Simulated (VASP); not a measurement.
Runs of VASP 6.6.1 on InP. The structure is that of space group F-43m (No. 216), or close to it. The cells are those of the table. 

```csv
task,cell,gap on the mesh (eV),pressure (GPa)
single point,"a = 4.144 Å, angles 60.0°, 2 atoms",0.71,3.3
single point,"a = 4.179 Å, angles 60.0°, 2 atoms",0.58,1.5
single point,"a = 4.110 Å, angles 60.0°, 2 atoms",(a),(b)
electric field gradients,"a = 4.144 Å, angles 60.0°, 2 atoms",0.71,3.3
electric field gradients,"a = 4.212 Å, angles 60.0°, 2 atoms",0.45,0.0
```

Alike in all rows: level PBE; potentials or basis VASP PAW PBE potentials, release 64 (In_d, P); no spin polarisation; k mesh 11 × 11 × 11; cutoff (eV) 520; smearing fermi-dirac 0.03 eV.

Estimate the missing entries.

(a) 0.85; (b) 5.3.

Caveats: spin-orbit coupling is left out, which moves the levels of the heavy elements.

A k mesh can miss the band edges, and the runs leave out spin-orbit coupling on In.
